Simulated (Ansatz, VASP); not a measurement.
# Zn in VASP and in Ansatz

```
CELL_PARAMETERS angstrom
-1.64386 1.64386 1.64386
1.64386 -1.64386 1.64386
1.64386 1.64386 -1.64386
ATOMIC_POSITIONS crystal
Zn 0.00000 0.00000 0.00000
```

Change from the starting cell: volume scaled by 1.15.

Alike in both runs: functional PBEsol; k mesh 12 × 12 × 12; occupations fermi-dirac, width 0.1 eV; no spin polarisation.

|  | VASP | Ansatz |
| --- | --- | --- |
| version | VASP 6.6.1 | Ansatz 0.2.0 |
| potentials or method | VASP PAW PBE potentials, release 64 (Zn) | Ansatz PAW polarizable |
| plane-wave cutoff (eV) | 500 | 420 |
| valence electrons in the cell | 12 | 12 |
| task | single point | projected density of states |

VASP gave:

```
gap on the k mesh at the Fermi level (eV) : none
pressure (GPa)                            : -9.6
```

Task: Estimate Ansatz's values.

Result: gap on the k mesh at the Fermi level (eV): none; pressure (GPa): -9.8.

VASP's potentials were made for PBE, not for PBEsol. A gap of «none» marks a metal or a gap that the smearing closes.
